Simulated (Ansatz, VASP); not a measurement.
One calculation of ZrC, two programs

File INCAR:

```
PREC     = Accurate       # precision mode
ENCUT    = 600            # plane-wave cutoff, eV
EDIFF    = 1E-6           # SCF threshold, eV
ISMEAR   = 0              # smearing method
SIGMA    = 0.1            # smearing width, eV
LREAL    = False          # projectors in reciprocal space
LASPH    = True           # aspherical terms in the spheres
NELM     = 120            # most SCF steps
ALGO     = Normal         # electronic algorithm
ISIF     = 2              # what is computed and relaxed
LWAVE    = False          # write WAVECAR
LCHARG   = False          # write CHGCAR
GGA      = CA             # functional
NBANDS   = 15             # bands
GGA_COMPAT= False
```

KPOINTS

```
Automatic mesh
0
Gamma
  6 6 6
```

File POSCAR:

```
ZrC
1.0
    0.0000000000      2.3502110000      2.3502110000
    2.3502110000      0.0000000000      2.3502110000
    2.3502110000      2.3502110000      0.0000000000
Zr C
1 1
Direct
    0.5000000000      0.5000000000      0.5000000000
    0.0000000000      0.0000000000      0.0000000000
```

Input for Ansatz:

```yaml
crystal:
  lattice:
    - [0.0, 2.350211, 2.350211]
    - [2.350211, 0.0, 2.350211]
    - [2.350211, 2.350211, 0.0]
  atoms:
    - { symbol: Zr, position: [0.5, 0.5, 0.5] }
    - { symbol: C, position: [0.0, 0.0, 0.0] }
basis:
  ecutwfc: 420
kpoints:
  mp_grid: { grid: [6, 6, 6] }
hamiltonian:
  xc: lda
  pseudopotentials: { kind: paw, azcp: { folder: soft_1 } }
scf:
  occupations: { method: gaussian, width: 0.1 }
output:
  forces: true
  stress: true
  eigenvalues: true
```

Alike in both runs: task single point; functional LDA; k mesh 6 × 6 × 6; occupations gaussian, width 0.1 eV; no spin polarisation.

```csv
,VASP,Ansatz
version,VASP 6.6.1,Ansatz 0.2.0
potentials or method,"VASP PAW LDA potentials, release 64 (Zr_sv, C), cutoff 600 eV","scalar-relativistic, plane waves, PAW"
valence electrons in the cell,16,16
```

|  | VASP | Ansatz | Ansatz less VASP |
| --- | --- | --- | --- |
| gap on the k mesh at the Fermi level (eV) | none | none | - |
| pressure (GPa) | -8.1 | -8.5 | -0.42 |

Ansatz warns that its potentials were made for another functional, while VASP's fit it. LDA's correlation is that of Perdew and Zunger in VASP and of Perdew and Wang (1992) in Ansatz. A gap of «none» marks a metal or a gap that the smearing closes.

The k mesh is coarse, so the values compare programs but aren't converged.
